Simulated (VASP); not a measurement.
# SiO2 (P4_12_12) in VASP: further runs

SiO2 is run at these levels: PBE; tasks: single point.

All numbers are computed with VASP 6.6.1; they aren't measurements. Logs are shortened: lines on timing, memory, paths and dates and some standing lists are left out, and cuts for length are marked.

## (1) The cell of the first run

It takes space group P4_12_12 (No. 92, tetragonal). The conventional cell has a = 5.032 Å, b = 5.032 Å, c = 7.029 Å, α = 90.00°, β = 90.00°, γ = 90.00°. Si (site symmetry 2) has 4 O at 1.61 Å within 2.1 Å. Within 2.1 Å of O (site symmetry 1) lie 2 Si at 1.61 Å.

## (2) Single point, PBE (14.83 Å³/atom)

Contents of INCAR:

```
SYSTEM = SiO2
PREC = Accurate ; ENCUT = 520
EDIFF = 1E-6 ; ISMEAR = 0
SIGMA = 0.01 ; LREAL = .False.
LASPH = .True. ; NELM = 100
ALGO = Normal ; ISIF = 2
LWAVE = .False. ; LCHARG = .True.
GGA = PE ; LELF = .True.
LVHAR = .True. ; NBANDS = 44
```

Contents of KPOINTS:

```
Automatic mesh
0
Gamma
  4 4 4
  0 0 0
```

Contents of POSCAR:

```
SiO2
1.0
    5.0323460942      0.0000000000      0.0000000000
    0.0000000000      5.0323460942      0.0000000000
    0.0000000000      0.0000000000      7.0291454976
Si O
4 8
Direct
    0.2938575670      0.2938575670      0.0000000000
    0.2061424330      0.7938575670      0.2500000000
    0.7061424330      0.7061424330      0.5000000000
    0.7938575670      0.2061424330      0.7500000000
    0.2411800963      0.0934526078      0.1742257711
    0.4065473922      0.7411800963      0.4242257711
    0.7588199037      0.9065473922      0.6742257711
    0.5934526078      0.2588199037      0.9242257711
    0.7411800963      0.4065473922      0.5757742289
    0.9065473922      0.7588199037      0.3257742289
    0.2588199037      0.5934526078      0.0757742289
    0.0934526078      0.2411800963      0.8257742289
```

Potentials or basis: VASP PAW PBE potentials, release 64 (Si, O).

On the command line:

```sh
$ cat potpaw_PBE.64/Si/POTCAR potpaw_PBE.64/O/POTCAR > POTCAR
$ mpirun -np 1 vasp_std > vasp.out
```

OUTCAR:

```text
SYSTEM = SiO2
   PREC = Accurate
   ENCUT = 520
   EDIFF = 1E-6
   ISMEAR = 0
   LREAL = .False.
   LASPH = .True.
   NELM = 100
   ISIF = 2
   GGA = PE

 ion  position               nearest neighbor table
   1  0.294  0.294  0.000-   5 1.61  12 1.61  11 1.61   8 1.61   2 3.10   4 3.10   2 3.10   4 3.10

   2  0.206  0.794  0.250-   6 1.61  11 1.61  10 1.61   5 1.61   1 3.10   3 3.10   1 3.10   3 3.10

   3  0.706  0.706  0.500-   7 1.61  10 1.61   9 1.61   6 1.61   2 3.10   4 3.10   4 3.10   2 3.10

   4  0.794  0.206  0.750-   8 1.61   9 1.61   7 1.61  12 1.61   1 3.10   3 3.10   3 3.10   1 3.10

   5  0.241  0.093  0.174-   1 1.61   2 1.61
   6  0.407  0.741  0.424-   2 1.61   3 1.61
   7  0.759  0.907  0.674-   3 1.61   4 1.61
   8  0.593  0.259  0.924-   4 1.61   1 1.61
   9  0.741  0.407  0.576-   4 1.61   3 1.61
  10  0.907  0.759  0.326-   3 1.61   2 1.61
  11  0.259  0.593  0.076-   2 1.61   1 1.61
  12  0.093  0.241  0.826-   1 1.61   4 1.61

  LATTYP: Found a simple tetragonal cell.
 ALAT       =     5.0323460942
 C/A-ratio  =     1.3967929403

  Lattice vectors:

 A1 = (   5.0323460942,   0.0000000000,   0.0000000000)
 A2 = (   0.0000000000,   5.0323460942,   0.0000000000)
 A3 = (   0.0000000000,   0.0000000000,   7.0291454976)

Analysis of symmetry for initial positions (statically):
=====================================================================
 Subroutine PRICEL returns:
 Original cell was already a primitive cell.

 Routine SETGRP: Setting up the symmetry group for a
 simple tetragonal supercell.

 Subroutine GETGRP returns: Found  8 space group operations
 (whereof  2 operations were pure point group operations)
 out of a pool of 16 trial point group operations.

The static configuration has the point symmetry C_2 .
 The point group associated with its full space group is D_4 .

Analysis of symmetry for dynamics (positions and initial velocities):
=====================================================================
 Subroutine PRICEL returns:
 Original cell was already a primitive cell.

 Routine SETGRP: Setting up the symmetry group for a
 simple tetragonal supercell.

 Subroutine GETGRP returns: Found  8 space group operations
 (whereof  2 operations were pure point group operations)
 out of a pool of 16 trial point group operations.

The dynamic configuration has the point symmetry C_2 .
 The point group associated with its full space group is D_4 .

 Subroutine INISYM returns: Found  8 space group operations
 (whereof  2 operations are pure point group operations),
 and found     1 'primitive' translations

----------------------------------------------------------------------------------------

                                     Primitive cell

  volume of cell :     178.0096

  direct lattice vectors                    reciprocal lattice vectors
     5.032346094  0.000000000  0.000000000     0.198714473  0.000000000  0.000000000
     0.000000000  5.032346094  0.000000000     0.000000000  0.198714473  0.000000000
     0.000000000  0.000000000  7.029145498     0.000000000  0.000000000  0.142264803

  length of vectors
     5.032346094  5.032346094  7.029145498     0.198714473  0.198714473  0.142264803

  position of ions in fractional coordinates (direct lattice)
     0.293857567  0.293857567  0.000000000
     0.206142433  0.793857567  0.250000000
     0.706142433  0.706142433  0.500000000
     0.793857567  0.206142433  0.750000000
     0.241180096  0.093452608  0.174225771
     0.406547392  0.741180096  0.424225771
     0.758819904  0.906547392  0.674225771
     0.593452608  0.258819904  0.924225771
     0.741180096  0.406547392  0.575774229
     0.906547392  0.758819904  0.325774229
     0.258819904  0.593452608  0.075774229
     0.093452608  0.241180096  0.825774229

  ion indices of the primitive-cell ions
   primitive index   ion index
                 1           1
                 2           2
                 3           3
                 4           4
                 5           5
                 6           6
                 7           7
                 8           8
                 9           9
                10          10
                11          11
                12          12

----------------------------------------------------------------------------------------

 KPOINTS: Automatic mesh

Automatic generation of k-mesh.
 Grid dimensions read from file:
 generate k-points for:    4    4    4

 Generating k-lattice:

  Cartesian coordinates                     Fractional coordinates (reciprocal lattice)
     0.049678618  0.000000000  0.000000000     0.250000000  0.000000000  0.000000000
     0.000000000  0.049678618  0.000000000     0.000000000  0.250000000  0.000000000
     0.000000000  0.000000000  0.035566201     0.000000000  0.000000000  0.250000000

  Length of vectors
     0.049678618  0.049678618  0.035566201

  Shift w.r.t. Gamma in fractional coordinates (k-lattice)
     0.000000000  0.000000000  0.000000000

 Subroutine IBZKPT returns following result:
 ===========================================

 Found     18 irreducible k-points:

 Following reciprocal coordinates:
            Coordinates               Weight
  0.000000  0.000000  0.000000      1.000000
  0.250000  0.000000  0.000000      4.000000
  0.500000  0.000000  0.000000      2.000000
  0.250000  0.250000  0.000000      4.000000
  0.500000  0.250000  0.000000      4.000000
  0.500000  0.500000  0.000000      1.000000
[... 10 lines left out ...]
  0.500000  0.250000  0.500000      4.000000
  0.500000  0.500000  0.500000      1.000000
   k-points           NKPTS =     18   k-points in BZ     NKDIM =     18   number of bands    NBANDS=     44
   number of dos      NEDOS =    301   number of ions     NIONS =     12
   total plane-waves  NPLWV =  86400
   dimension x,y,z NGX =    40 NGY =   40 NGZ =   54
   dimension x,y,z NGXF=    80 NGYF=   80 NGZF=  108
   ions per type =               4   8
   NGX,Y,Z   is equivalent  to a cutoff of  13.21, 13.21, 12.77 a.u.
   NGXF,Y,Z  is equivalent  to a cutoff of  26.43, 26.43, 25.54 a.u.
 SYSTEM =  SiO2
   PREC   = accura    normal or accurate (medium, high low for compatibility)
   ISTART =      0    job   : 0-new  1-cont  2-samecut
   ICHARG =      2    charge: 1-file 2-atom 10-const
   ISPIN  =      1    spin polarized calculation?
   LNONCOLLINEAR =      F non collinear calculations
   LSORBIT =      F    spin-orbit coupling
   LASPH  =      T    aspherical Exc in radial PAW
   ENCUT  =  520.0 eV  38.22 Ry    6.18 a.u.   9.36  9.36 13.07*2*pi/ulx,y,z
   NELM   =    100;   NELMIN=  2; NELMDL= -5     # of ELM steps
   EDIFF  = 0.1E-05   stopping-criterion for ELM
   LREAL  =      F    real-space projection
   EDIFFG = 0.1E-04   stopping-criterion for IOM
   NSW    =      0    number of steps for IOM
   IBRION =     -1    ionic relax: 0-MD 1-quasi-New 2-CG
   NFREE  =      0    steps in history (QN), initial steepest desc. (CG)
   ISIF   =      2    stress and relaxation
   ISYM   =      2    0-nonsym 1-usesym 2-fastsym
   POTIM  = 0.5000    time-step for ionic-motion
   TEBEG  =    0.0;   TEEND  =   0.0 temperature during run
   PSTRESS=    0.0 pullay stress
   NELECT =      64.0000    total number of electrons
   NUPDOWN=      -1.0000    fix difference up-down
   EMIN   =  10.00;   EMAX   =-10.00  energy-range for DOS
   EFERMI =   0.00;   METHOD = LEGACY
   ISMEAR =     0;   SIGMA  =   0.01  broadening in eV -4-tet -1-fermi 0-gaus
   EFERMI_NEDOS =   21; number of points for ismear=-14 and -15
   IALGO  =     38    algorithm
   IMIX   =      4    mixing-type and parameters
     AMIX     =   0.40;   BMIX     =  1.00
     AMIX_MAG =   1.60;   BMIX_MAG =  1.00
  volume/ion in A,a.u.               =      14.83       100.11
  Fermi-wavevector in a.u.,A,eV,Ry     =   1.164091  2.199813 18.437366  1.355108
  Thomas-Fermi vector in A             =   2.300633
   LORBIT       =      0    0 simple, 1 ext, 2 COOP (PROOUT), +10 PAW based schemes
   GGA     = PE    functional components
   LHFCALC =     F    Hartree Fock is set to
   AEXX    =    0.0000 exact exchange contribution
   IVDW    =     0    specifies the selected vdW correction
   LEPSILON=     F    determine dielectric tensor
   LRPA    =     F    only Hartree local field effects (RPA)
 non-spin polarized calculation
 Gauss-broadening in eV      SIGMA  =   0.01
  energy-cutoff  :      520.00
  volume of cell :      178.01
 maximum number of plane-waves:      4823
 NGX is ok and might be reduce to    40
   NGX = 19   NGY = 19   NGZ = 27

 number of electron      64.0000000 magnetization

 Free energy of the ion-electron system (eV)
  ---------------------------------------------------
  ext. energy  EPLUGINS =         0.00000000
  ---------------------------------------------------
  free energy    TOTEN  =       -94.85799776 eV

  energy without entropy =      -94.85799776  energy(sigma->0) =      -94.85799776

 E-fermi :  -0.0357     XC(G=0):  -8.2145

 val. band max:       -0.0977836774   @ k =   0.0000   0.0000   0.0000
 cond. band min:       5.5865116125   @ k =   0.0000   0.0000   0.0000
 fundamental gap:      5.6842952899
 Fermi energy:        -0.0357472205

 k-point     1 :       0.0000    0.0000    0.0000
  band No.  band energies     occupation
      1     -19.5771      2.00000
      2     -18.6836      2.00000
      3     -18.6836      2.00000
      4     -17.5121      2.00000
      5     -17.4842      2.00000
      6     -17.4827      2.00000
[... 36 lines left out ...]
     43      11.1453      0.00000
     44      11.2390      0.00000
[... 758 lines left out ...]
      4     -18.6572      2.00000
      5     -17.5281      2.00000
      6     -17.5281      2.00000
[... 36 lines left out ...]
     43      10.3339      0.00000
     44      10.3339      0.00000

------------------------ aborting loop because EDIFF is reached ----------------------------------------

  FORCE on cell =-STRESS in cart. coord.  units (eV):
  Direction    XX          YY          ZZ          XY          YZ          ZX
  --------------------------------------------------------------------------------------
  -------------------------------------------------------------------------------------
  Total        5.7599009      5.7599009      5.7125963      0.0000000      0.0000000      0.0000000
  in kB       51.8420367     51.8420367     51.4162715      0.0000000      0.0000000      0.0000000
  external PRESSURE =      51.7001150 kB  Pullay stress =       0.0000000 kB

 VOLUME and BASIS-vectors are now :
 -----------------------------------------------------------------------------
  energy-cutoff  :      520.00
  volume of cell :      178.01
      direct lattice vectors                 reciprocal lattice vectors
     5.032346094  0.000000000  0.000000000     0.198714473  0.000000000  0.000000000
     0.000000000  5.032346094  0.000000000     0.000000000  0.198714473  0.000000000
     0.000000000  0.000000000  7.029145498     0.000000000  0.000000000  0.142264803

 POSITION                                       TOTAL-FORCE (eV/Angst)
 -----------------------------------------------------------------------------------
      1.47879      1.47879      0.00000         0.028179      0.028179      0.000000
      1.03738      3.99497      1.75729        -0.028179      0.028179      0.000000
      3.55355      3.55355      3.51457        -0.028179     -0.028179      0.000000
      3.99497      1.03738      5.27186         0.028179     -0.028179      0.000000
      1.21370      0.47029      1.22466        -0.026851      0.181190      0.216356
      2.04589      3.72987      2.98194        -0.181190     -0.026851      0.216356
      3.81864      4.56206      4.73923         0.026851     -0.181190      0.216356
      2.98646      1.30247      6.49652         0.181190      0.026851      0.216356
      3.72987      2.04589      4.04720        -0.026851     -0.181190     -0.216356
      4.56206      3.81864      2.28991        -0.181190      0.026851     -0.216356
      1.30247      2.98646      0.53263         0.026851      0.181190     -0.216356
      0.47029      1.21370      5.80449         0.181190     -0.026851     -0.216356
 -----------------------------------------------------------------------------------
    total drift:                                0.000000     -0.000000      0.000000

  FREE ENERGIE OF THE ION-ELECTRON SYSTEM (eV)
  ---------------------------------------------------
  free  energy   TOTEN  =       -94.8579977586 eV

  energy  without entropy=      -94.8579977586  energy(sigma->0) =      -94.85799776
```

Run time: 84 s. Hardware: 1 thread of Intel Xeon 6975P-C (Granite Rapids), shared host; peak memory 0.32 GiB.

What came out:

```yaml
Free_energy: -94.8580 eV
Pressure: 5.2 GPa
Largest_force: 0.283 eV/Å
Band_gap_on_the_k_mesh: 5.68 eV
```

Forces in eV/Å, atoms in the order of the input:
```
Si   0.028  0.028  0.000
Si  -0.028  0.028  0.000
Si  -0.028 -0.028  0.000
Si   0.028 -0.028  0.000
O   -0.027  0.181  0.216
O   -0.181 -0.027  0.216
O    0.027 -0.181  0.216
O    0.181  0.027  0.216
O   -0.027 -0.181 -0.216
O   -0.181  0.027 -0.216
O    0.027  0.181 -0.216
O    0.181 -0.027 -0.216
```

Caveat: the cell stands under pressure. A k mesh can miss the band edges.

## (3) Single point, PBE

This run uses another cell than the first one, of 15.29 Å³/atom.

Contents of INCAR:

```
PREC     = Accurate       # precision mode
ENCUT    = 520            # plane-wave cutoff, eV
EDIFF    = 1E-6           # SCF threshold, eV
ISMEAR   = 0              # smearing method
SIGMA    = 0.01           # smearing width, eV
LREAL    = False          # projectors in reciprocal space
LASPH    = True           # aspherical terms in the spheres
NELM     = 80             # most SCF steps
ALGO     = Normal         # electronic algorithm
ISIF     = 2              # what is computed and relaxed
LWAVE    = False          # write WAVECAR
LCHARG   = False          # write CHGCAR
GGA      = PE             # functional
NBANDS   = 44             # bands
```

Contents of KPOINTS:

```
Automatic mesh
0
Gamma
  4 4 4
```

Changes to POSCAR since step 2:

```diff
@@ -2,5 +2,5 @@
 1.0
-    5.0323460942      0.0000000000      0.0000000000
-    0.0000000000      5.0323460942      0.0000000000
-    0.0000000000      0.0000000000      7.0291454976
+    5.0837001114      0.0000000000      0.0000000000
+    0.0000000000      5.0837001114      0.0000000000
+    0.0000000000      0.0000000000      7.1008764264
 Si O
```

Potentials or basis: VASP PAW PBE potentials, release 64 (Si, O).

On the command line:

```sh
$ cat potpaw_PBE.64/Si/POTCAR potpaw_PBE.64/O/POTCAR > POTCAR
$ mpirun -np 1 vasp_std > vasp.out
```

Wall time 85 s (1 thread of Intel Xeon 6975P-C (Granite Rapids), shared host); peak memory 0.32 GiB.

The run converged. Its results:

```
Free energy            : -94.9523 eV
Pressure               : 0.1 GPa
Largest force          : 0.018 eV/Å
Band gap on the k mesh : 5.51 eV
```

Forces on the atoms (eV/Å):
```
Si   0.013  0.013  0.000
Si  -0.013  0.013  0.000
Si  -0.013 -0.013  0.000
Si   0.013 -0.013  0.000
O    0.001  0.000 -0.009
O    0.000  0.001 -0.009
O   -0.001  0.000 -0.009
O    0.000 -0.001 -0.009
O    0.001  0.000  0.009
O    0.000 -0.001  0.009
O   -0.001  0.000  0.009
O    0.000  0.001  0.009
```

Levels at points of the mesh, in eV from the valence-band top:
| k point | band 28 | band 29 | band 30 | band 31 | band 32 | band 33 | band 34 | band 35 | band 36 | band 37 |
| --- | --- | --- | --- | --- | --- | --- | --- | --- | --- | --- |
| (0.00, 0.00, 0.00) | -1.14 | -0.66 | -0.25 | -0.25 | 0.00 | 5.51 | 8.67 | 8.67 | 8.87 | 8.87 |
| (0.50, 0.00, 0.00) | -1.01 | -0.63 | -0.63 | -0.45 | -0.45 | 7.48 | 7.48 | 9.12 | 9.12 | 9.41 |
| (0.50, 0.50, 0.00) | -1.31 | -0.59 | -0.59 | -0.55 | -0.55 | 8.50 | 8.50 | 8.58 | 8.58 | 9.71 |
| (0.00, 0.00, 0.50) | -0.73 | -0.49 | -0.49 | -0.39 | -0.39 | 6.70 | 6.70 | 9.31 | 9.31 | 9.34 |
| (0.50, 0.00, 0.50) | -0.97 | -0.92 | -0.92 | -0.16 | -0.16 | 7.71 | 7.71 | 8.71 | 8.71 | 9.10 |
| (0.50, 0.50, 0.50) | -1.33 | -0.64 | -0.64 | -0.64 | -0.64 | 9.01 | 9.01 | 9.01 | 9.01 | 9.52 |

A k mesh can miss the band edges.

## (4) Single point, PBE (15.75 Å³/atom)

This run uses another cell than the first one, of 15.75 Å³/atom.

Contents of INCAR:

```
PREC = Accurate
ENCUT = 520
EDIFF = 1E-6
ISMEAR = 0
SIGMA = 0.01
LREAL = False
LASPH = True
NELM = 60
ALGO = Normal
ISIF = 2
LWAVE = False
LCHARG = True
GGA = PE
LELF = True
LVHAR = True
NBANDS = 44
```

KPOINTS is that of step 3.

Changes to POSCAR since step 3:

```diff
@@ -2,5 +2,5 @@
 1.0
-    5.0837001114      0.0000000000      0.0000000000
-    0.0000000000      5.0837001114      0.0000000000
-    0.0000000000      0.0000000000      7.1008764264
+    5.1340370496      0.0000000000      0.0000000000
+    0.0000000000      5.1340370496      0.0000000000
+    0.0000000000      0.0000000000      7.1711867062
 Si O
```

On the command line:

```sh
$ cat potpaw_PBE.64/Si/POTCAR potpaw_PBE.64/O/POTCAR > POTCAR
$ mpirun -np 1 vasp_std > vasp.out
```

Wall time 91 s (1 thread of Intel Xeon 6975P-C (Granite Rapids), shared host); peak memory 0.33 GiB.

Results (log left out):

```
Free energy            : -94.8839 eV
Pressure               : -4.3 GPa
Largest force          : 0.263 eV/Å
Band gap on the k mesh : 5.32 eV
```

Forces in eV/Å, atoms in the order of the input:
```
Si  -0.003 -0.003  0.000
Si   0.003 -0.003  0.000
Si   0.003  0.003  0.000
Si  -0.003  0.003  0.000
O    0.025 -0.160 -0.207
O    0.160  0.025 -0.207
O   -0.025  0.160 -0.207
O   -0.160 -0.025 -0.207
O    0.025  0.160  0.207
O    0.160 -0.025  0.207
O   -0.025 -0.160  0.207
O   -0.160  0.025  0.207
```

Levels at points of the mesh, in eV from the valence-band top:
```tsv
k point	band 29	band 30	band 31	band 32	band 33	band 34	band 35	band 36
(0.00, 0.00, 0.00)	-0.65	-0.25	-0.25	0.00	5.32	8.50	8.50	8.63
(0.50, 0.00, 0.00)	-0.61	-0.61	-0.44	-0.44	7.25	7.25	8.92	8.92
(0.50, 0.50, 0.00)	-0.57	-0.57	-0.54	-0.54	8.30	8.30	8.33	8.33
(0.00, 0.00, 0.50)	-0.48	-0.48	-0.38	-0.38	6.50	6.50	9.13	9.13
(0.50, 0.00, 0.50)	-0.89	-0.89	-0.16	-0.16	7.39	7.39	8.60	8.60
(0.50, 0.50, 0.50)	-0.62	-0.62	-0.62	-0.62	8.76	8.76	8.76	8.76
```

Caveat: the cell stands under tension.

## (5) Summary

| cell | gap on the mesh (eV) | pressure (GPa) | largest force (eV/Å) |
| --- | --- | --- | --- |
| a = 5.032, b = 5.032, c = 7.029 Å, 12 atoms | 5.68 | 5.2 | 0.28 |
| a = 5.084, b = 5.084, c = 7.101 Å, 12 atoms | 5.51 | 0.1 | 0.02 |
| a = 5.134, b = 5.134, c = 7.171 Å, 12 atoms | 5.32 | -4.3 | 0.26 |

Alike in all rows: task single point; level PBE; potentials or basis VASP PAW PBE potentials, release 64 (Si, O); no spin polarisation; k mesh 4 × 4 × 4; cutoff (eV) 520; smearing gaussian 0.01 eV.

Caveats: the cell stands under pressure (at least some runs); the cell stands under tension (at least some runs).

Absolute energies hang on the potentials; compare differences alone.
